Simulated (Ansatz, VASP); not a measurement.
## Two plane-wave programs on Si2Ni

```xyz
3
Lattice="0.0000 2.7221 2.7221 2.7221 0.0000 2.7221 2.7221 2.7221 0.0000" Properties=species:S:1:pos:R:3 pbc="T T T"
Ni    0.0000    0.0000    0.0000
Si    1.3611    1.3611    1.3611
Si    4.0832    4.0832    4.0832
```

Alike in both runs: functional PBE; k mesh 10 × 10 × 10; occupations fermi-dirac, width 0.05 eV; no spin polarisation.

Ansatz relaxed the structure, and its values are those at the end. VASP's run is a single point on that final structure, the one shown.

```csv
,VASP,Ansatz
version,VASP 6.6.1,Ansatz 0.2.0
potentials or method,"VASP PAW PBE potentials, release 64 (Ni, Si)","PAW with Ansatz's default frozen-core files, scalar-relativistic"
plane-wave cutoff (eV),520,420
valence electrons in the cell,18,26
```

Ansatz gave:

```
pressure (GPa) : 0.0
```

Question: Which values does VASP return?

Answer: Pressure (GPa): -0.1.

The functional is the same, so the differences come from potentials, cutoffs and numerics. VASP's potentials hold 18 valence electrons a cell and Ansatz's 26, so a difference there can come from the potentials and not from the codes.
